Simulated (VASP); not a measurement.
A run of VASP 6.6.1 is set up as follows.

POSCAR

```
In
1.0
    0.0000000000      3.3060946705      3.3060946705
    3.3060946705      0.0000000000      3.3060946705
    3.3060946705      3.3060946705      0.0000000000
In
2
Direct
    0.1250000000      0.1250000000      0.1250000000
    0.8750000000      0.8750000000      0.8750000000
```

The input INCAR.step1:

```
SYSTEM = In
  PREC = Accurate
  ENCUT = 520
  ISMEAR = -1
  SIGMA = 0.1
  LREAL = .FALSE.
  LASPH = .TRUE.
  NELM = 80
  NBANDS = 20
  GGA = PE
  ALGO = Normal
  EDIFF = 1E-4
  LWAVE = .TRUE.
  LCHARG = .FALSE.
```

File INCAR.step2:

```
SYSTEM = In
  PREC = Accurate
  ENCUT = 520
  EDIFF = 1E-7
  ISMEAR = -1
  SIGMA = 0.1
  LREAL = .FALSE.
  LASPH = .TRUE.
  NELM = 80
  ALGO = Normal
  ISIF = 2
  LWAVE = .FALSE.
  LCHARG = .FALSE.
  METAGGA = R2SCAN
  LMIXTAU = .TRUE.
  NBANDS = 20
  ISTART = 1
```

File KPOINTS:

```
Automatic mesh
0
G
  14 14 14
  0 0 0
```

Potentials or basis: VASP PAW PBE potentials, release 64 (In_d).

Launch:

```bash
$ cat potpaw_PBE.64/In_d/POTCAR > POTCAR
$ cp INCAR.step1 INCAR
$ mpirun -np 1 vasp_std > vasp.out
$ cp INCAR.step2 INCAR
$ mpirun -np 1 vasp_std > vasp.out
```

(1) Estimate the band gap on the k mesh.

(2) Predict the pressure.

Results:

(1) zero (bands 13 and 14 overlap by 3.67 eV).

(2) 0.1 GPa.

Caveat: the PAW data sets were made with another functional, which shifts forces and pressure a little; spin-orbit coupling is left out, which moves the levels of the heavy elements.
